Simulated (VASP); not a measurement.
# Re (P6_3/mmc) in VASP: a series of runs

The runs below take Re through single point, with LDA.

Everything below comes from runs of VASP 6.6.1. Logs are shortened: lines on timing, memory, paths and dates and some standing lists are left out, and cuts for length are marked.

### Step 1. The cell of the first run

Symmetry: P6_3/mmc, No. 194, hexagonal system. The conventional cell has a = 2.739 Å, b = 2.739 Å, c = 4.412 Å, α = 90.00°, β = 90.00°, γ = 120.00°. Re (site symmetry -6m2) has 12 Re at 2.71 to 2.74 Å within 3.6 Å.

### Step 2. Single point, LDA

Input file INCAR:

```
PREC = Accurate
ENCUT = 560
EDIFF = 1E-6
ISMEAR = 1
SIGMA = 0.3
LREAL = F
LASPH = T
NELM = 120
ALGO = Normal
ISIF = 2
LWAVE = F
LCHARG = F
GGA = CA
NBANDS = 22
GGA_COMPAT = F
```

Input file KPOINTS:

```
regular mesh
0
Gamma
  13 13 7
```

Input file POSCAR:

```
Re
1.0
    2.7391880258      0.0000000000      0.0000000000
   -1.3695940129      2.3722064161      0.0000000000
    0.0000000000      0.0000000000      4.4118668232
Re
2
Direct
    0.3333333333      0.6666666667      0.2500000000
    0.6666666667      0.3333333333      0.7500000000
```

Potentials or basis: VASP PAW LDA potentials, release 64 (Re_sv_GW).

On the command line:

```console
$ cat potpaw_LDA.64/Re_sv_GW/POTCAR > POTCAR
$ mpirun -np 1 vasp_std > vasp.out
```

OUTCAR:

```text
PREC = Accurate
   ENCUT = 560
   EDIFF = 1E-6
   ISMEAR = 1
   LREAL = F
   LASPH = T
   NELM = 120
   ISIF = 2
   GGA = CA

 ion  position               nearest neighbor table
   1  0.333  0.667  0.250-   2 2.71   2 2.71   2 2.71   2 2.71   2 2.71   2 2.71
   2  0.667  0.333  0.750-   1 2.71   1 2.71   1 2.71   1 2.71   1 2.71   1 2.71

  LATTYP: Found a hexagonal cell.
 ALAT       =     2.7391880258
 C/A-ratio  =     1.6106476743

  Lattice vectors:

 A1 = (   2.7391880258,   0.0000000000,   0.0000000000)
 A2 = (  -1.3695940129,   2.3722064161,   0.0000000000)
 A3 = (   0.0000000000,   0.0000000000,   4.4118668232)

Analysis of symmetry for initial positions (statically):
=====================================================================
 Subroutine PRICEL returns:
 Original cell was already a primitive cell.

 Routine SETGRP: Setting up the symmetry group for a
 hexagonal supercell.

 Subroutine GETGRP returns: Found 24 space group operations
 (whereof 12 operations were pure point group operations)
 out of a pool of 24 trial point group operations.

The static configuration has the point symmetry D_3d.
 The point group associated with its full space group is D_6h.

Analysis of symmetry for dynamics (positions and initial velocities):
=====================================================================
 Subroutine PRICEL returns:
 Original cell was already a primitive cell.

 Routine SETGRP: Setting up the symmetry group for a
 hexagonal supercell.

 Subroutine GETGRP returns: Found 24 space group operations
 (whereof 12 operations were pure point group operations)
 out of a pool of 24 trial point group operations.

The dynamic configuration has the point symmetry D_3d.
 The point group associated with its full space group is D_6h.

 Subroutine INISYM returns: Found 24 space group operations
 (whereof 12 operations are pure point group operations),
 and found     1 'primitive' translations

----------------------------------------------------------------------------------------

                                     Primitive cell

  volume of cell :      28.6680

  direct lattice vectors                    reciprocal lattice vectors
     2.739188026  0.000000000  0.000000000     0.365071689  0.210774238  0.000000000
[... 80 lines left out ...]
   ISPIN  =      1    spin polarized calculation?
   LNONCOLLINEAR =      F non collinear calculations
   LSORBIT =      F    spin-orbit coupling
   LASPH  =      T    aspherical Exc in radial PAW
   ENCUT  =  560.0 eV  41.16 Ry    6.42 a.u.   5.29  5.29  8.51*2*pi/ulx,y,z
   NELM   =    120;   NELMIN=  2; NELMDL= -5     # of ELM steps
   EDIFF  = 0.1E-05   stopping-criterion for ELM
   LREAL  =      F    real-space projection
   EDIFFG = 0.1E-04   stopping-criterion for IOM
   NSW    =      0    number of steps for IOM
   IBRION =     -1    ionic relax: 0-MD 1-quasi-New 2-CG
   NFREE  =      0    steps in history (QN), initial steepest desc. (CG)
   ISIF   =      2    stress and relaxation
   ISYM   =      2    0-nonsym 1-usesym 2-fastsym
   POTIM  = 0.5000    time-step for ionic-motion
   TEBEG  =    0.0;   TEEND  =   0.0 temperature during run
   PSTRESS=    0.0 pullay stress
   NELECT =      30.0000    total number of electrons
   NUPDOWN=      -1.0000    fix difference up-down
   EMIN   =  10.00;   EMAX   =-10.00  energy-range for DOS
   EFERMI =   0.00;   METHOD = LEGACY
   ISMEAR =     1;   SIGMA  =   0.30  broadening in eV -4-tet -1-fermi 0-gaus
   EFERMI_NEDOS =   21; number of points for ismear=-14 and -15
   IALGO  =     38    algorithm
   IMIX   =      4    mixing-type and parameters
     AMIX     =   0.40;   BMIX     =  1.00
     AMIX_MAG =   1.60;   BMIX_MAG =  1.00
  volume/ion in A,a.u.               =      14.33        96.73
  Fermi-wavevector in a.u.,A,eV,Ry     =   1.662071  3.140860 37.585841  2.762481
  Thomas-Fermi vector in A             =   2.749025
   LORBIT       =      0    0 simple, 1 ext, 2 COOP (PROOUT), +10 PAW based schemes
   GGA     = CA    functional components
   LHFCALC =     F    Hartree Fock is set to
   AEXX    =    0.0000 exact exchange contribution
   IVDW    =     0    specifies the selected vdW correction
   LEPSILON=     F    determine dielectric tensor
   LRPA    =     F    only Hartree local field effects (RPA)
 non-spin polarized calculation
 Methfessel and Paxton  Order N= 1 SIGMA  =   0.30
  energy-cutoff  :      560.00
  volume of cell :       28.67
 maximum number of plane-waves:       874
 NGX is ok and might be reduce to    24
   NGX = 11   NGY = 11   NGZ = 17

 number of electron      30.0000002 magnetization

 Free energy of the ion-electron system (eV)
  ---------------------------------------------------
  ext. energy  EPLUGINS =         0.00000000
  ---------------------------------------------------
  free energy    TOTEN  =       -30.75816943 eV

  energy without entropy =      -30.76562274  energy(sigma->0) =      -30.76065387

 E-fermi :  13.2366     XC(G=0): -14.5762

 val. band max:       13.1974400157   @ k =   0.1538   0.0769   0.0000
 cond. band min:      13.2370323200   @ k =   0.1538   0.0769   0.1429
 fundamental gap:      0.0395923043
 Fermi energy:        13.2366448481

 k-point     1 :       0.0000    0.0000    0.0000
  band No.  band energies     occupation
      1     -66.1901      2.00000
      2     -66.0472      2.00000
      3     -28.9742      2.00000
      4     -27.8066      2.00000
      5     -27.8066      2.00000
      6     -27.6103      2.00000
[... 589 lines left out ...]
     21      24.5560      0.00000
     22      28.2635      0.00000

 [... further k-points ...]

------------------------ aborting loop because EDIFF is reached ----------------------------------------

  FORCE on cell =-STRESS in cart. coord.  units (eV):
  Direction    XX          YY          ZZ          XY          YZ          ZX
  --------------------------------------------------------------------------------------
  -------------------------------------------------------------------------------------
  Total       -0.0605721     -0.0605721     -0.0154182      0.0000000      0.0000000      0.0000000
  in kB       -3.3852186     -3.3852186     -0.8616814      0.0000000      0.0000000      0.0000000
  external PRESSURE =      -2.5440395 kB  Pullay stress =       0.0000000 kB

 VOLUME and BASIS-vectors are now :
 -----------------------------------------------------------------------------
  energy-cutoff  :      560.00
  volume of cell :       28.67
      direct lattice vectors                 reciprocal lattice vectors
     2.739188026  0.000000000  0.000000000     0.365071689  0.210774238  0.000000000
    -1.369594013  2.372206416  0.000000000     0.000000000  0.421548476  0.000000000
     0.000000000  0.000000000  4.411866823     0.000000000  0.000000000  0.226661420

 POSITION                                       TOTAL-FORCE (eV/Angst)
 -----------------------------------------------------------------------------------
     -0.00000      1.58147      1.10297         0.000000     -0.000000      0.000000
      1.36959      0.79074      3.30890        -0.000000      0.000000      0.000000
 -----------------------------------------------------------------------------------
    total drift:                               -0.000000      0.000000     -0.000000

  FREE ENERGIE OF THE ION-ELECTRON SYSTEM (eV)
  ---------------------------------------------------
  free  energy   TOTEN  =       -30.7581694338 eV

  energy  without entropy=      -30.7656227425  energy(sigma->0) =      -30.76065387
```

stdout:

```text
POSCAR found type information on POSCAR Re
 POSCAR found :  1 types and       2 ions
 scaLAPACK will be used
 LDA part: xc-table for (Slater(with rela. corr.)+CA(PZ))
 , standard interpolation
 POSCAR, INCAR and KPOINTS ok, starting setup
 FFT: planning ... GRIDC
 FFT: planning ... GRID_SOFT
 FFT: planning ... GRID
 WAVECAR not read
 entering main loop
```

It took 22 s on 1 thread of Intel Xeon Platinum 8488C (Sapphire Rapids), shared host; peak memory 0.18 GiB.

Results:

```
Free energy            : -30.7582 eV
Pressure               : -0.3 GPa
Band gap on the k mesh : zero (bands 15 and 16 overlap by 3.05 eV)
```

Caveat: so wide a smearing shifts energies and pressures; spin-orbit coupling is left out, which moves the levels of the heavy elements.

### Step 3. Single point, LDA

Input file INCAR:

```
SYSTEM = Re
PREC     = Accurate       ! precision mode
ENCUT    = 560            ! plane-wave cutoff, eV
EDIFF    = 1E-6           ! SCF threshold, eV
ISMEAR   = 1              ! smearing method
SIGMA    = 1.0            ! smearing width, eV
LREAL    = .False.        ! projectors in reciprocal space
LASPH    = .True.         ! aspherical terms in the spheres
NELM     = 120            ! most SCF steps
ALGO     = Normal         ! electronic algorithm
ISIF     = 2              ! what is computed and relaxed
LWAVE    = .False.        ! write WAVECAR
LCHARG   = .False.        ! write CHGCAR
GGA      = CA             ! functional
NBANDS   = 22             ! bands
GGA_COMPAT= .False.
```

Input file KPOINTS:

```
Automatic mesh
0
Gamma
  13 13 7
  0 0 0
```

POSCAR is that of step 2.

Potentials or basis: VASP PAW LDA potentials, release 64 (Re_sv_GW).

On the command line:

```console
$ cat potpaw_LDA.64/Re_sv_GW/POTCAR > POTCAR
$ mpirun -np 1 vasp_std > vasp.out
```

OUTCAR:

```text
SYSTEM = Re
   PREC = Accurate
   ENCUT = 560
   EDIFF = 1E-6
   ISMEAR = 1
   LREAL = .False.
   LASPH = .True.
   NELM = 120
   ISIF = 2
   GGA = CA

 ion  position               nearest neighbor table
   1  0.333  0.667  0.250-   2 2.71   2 2.71   2 2.71   2 2.71   2 2.71   2 2.71
   2  0.667  0.333  0.750-   1 2.71   1 2.71   1 2.71   1 2.71   1 2.71   1 2.71

  LATTYP: Found a hexagonal cell.
 ALAT       =     2.7391880258
 C/A-ratio  =     1.6106476743

  Lattice vectors:

 A1 = (   2.7391880258,   0.0000000000,   0.0000000000)
 A2 = (  -1.3695940129,   2.3722064161,   0.0000000000)
 A3 = (   0.0000000000,   0.0000000000,   4.4118668232)

Analysis of symmetry for initial positions (statically):
=====================================================================
 Subroutine PRICEL returns:
 Original cell was already a primitive cell.

 Routine SETGRP: Setting up the symmetry group for a
 hexagonal supercell.

 Subroutine GETGRP returns: Found 24 space group operations
 (whereof 12 operations were pure point group operations)
 out of a pool of 24 trial point group operations.

The static configuration has the point symmetry D_3d.
 The point group associated with its full space group is D_6h.
[... 160 lines left out ...]

  energy without entropy =      -30.76003325  energy(sigma->0) =      -30.74823389

 E-fermi :  13.2565     XC(G=0): -14.5765

 val. band max:       13.2414289291   @ k =   0.3846   0.0769   0.4286
 cond. band min:      13.2678646856   @ k =   0.3846   0.1538   0.2857
 fundamental gap:      0.0264357565
 Fermi energy:        13.2565338224

 k-point     1 :       0.0000    0.0000    0.0000
  band No.  band energies     occupation
      1     -66.1929      2.00000
      2     -66.0500      2.00000
      3     -28.9709      2.00000
      4     -27.8117      2.00000
      5     -27.8117      2.00000
      6     -27.6155      2.00000
[... 589 lines left out ...]
     21      24.5560     -0.00000
     22      28.2618     -0.00000

 [... further k-points ...]

------------------------ aborting loop because EDIFF is reached ----------------------------------------

  FORCE on cell =-STRESS in cart. coord.  units (eV):
  Direction    XX          YY          ZZ          XY          YZ          ZX
  --------------------------------------------------------------------------------------
  -------------------------------------------------------------------------------------
  Total        0.0239811      0.0239811     -0.1900670      0.0000000     -0.0000000      0.0000000
  in kB        1.3402425      1.3402425    -10.6223474      0.0000000     -0.0000000      0.0000000
  external PRESSURE =      -2.6472875 kB  Pullay stress =       0.0000000 kB

 VOLUME and BASIS-vectors are now :
 -----------------------------------------------------------------------------
  energy-cutoff  :      560.00
  volume of cell :       28.67
      direct lattice vectors                 reciprocal lattice vectors
     2.739188026  0.000000000  0.000000000     0.365071689  0.210774238  0.000000000
    -1.369594013  2.372206416  0.000000000     0.000000000  0.421548476  0.000000000
     0.000000000  0.000000000  4.411866823     0.000000000  0.000000000  0.226661420

 POSITION                                       TOTAL-FORCE (eV/Angst)
 -----------------------------------------------------------------------------------
     -0.00000      1.58147      1.10297         0.000000     -0.000000      0.000000
      1.36959      0.79074      3.30890        -0.000000      0.000000      0.000000
 -----------------------------------------------------------------------------------
    total drift:                               -0.000000      0.000000     -0.000000

  FREE ENERGIE OF THE ION-ELECTRON SYSTEM (eV)
  ---------------------------------------------------
  free  energy   TOTEN  =       -30.7423342062 eV

  energy  without entropy=      -30.7600332533  energy(sigma->0) =      -30.74823389
```

stdout:

```text
POSCAR found type information on POSCAR Re
 POSCAR found :  1 types and       2 ions
 scaLAPACK will be used
 LDA part: xc-table for (Slater(with rela. corr.)+CA(PZ))
 , standard interpolation
 POSCAR, INCAR and KPOINTS ok, starting setup
 FFT: planning ... GRIDC
 FFT: planning ... GRID_SOFT
 FFT: planning ... GRID
 WAVECAR not read
 entering main loop
```

Run time: 21 s. Hardware: 1 thread of AMD EPYC 9R45 (Zen 5), shared host; peak memory 0.14 GiB.

What came out:

* Free energy: -30.7423 eV
* Pressure: -0.3 GPa
* Band gap on the k mesh: zero (bands 15 and 16 overlap by 3.05 eV)

Levels at points of the mesh, in eV from the Fermi level:
```
           k point  band 12  band 13  band 14  band 15  band 16  band 17  band 18  band 19
(0.00, 0.00, 0.00)    -1.69    -1.65    -0.82    -0.82     0.13     0.13     0.83     3.45
```

Caveat: so wide a smearing shifts energies and pressures; spin-orbit coupling is left out, which moves the levels of the heavy elements.

(Part 1 of 2 ends here.)

The gap in the log of VASP goes by the Fermi energy; the results here count the filled bands.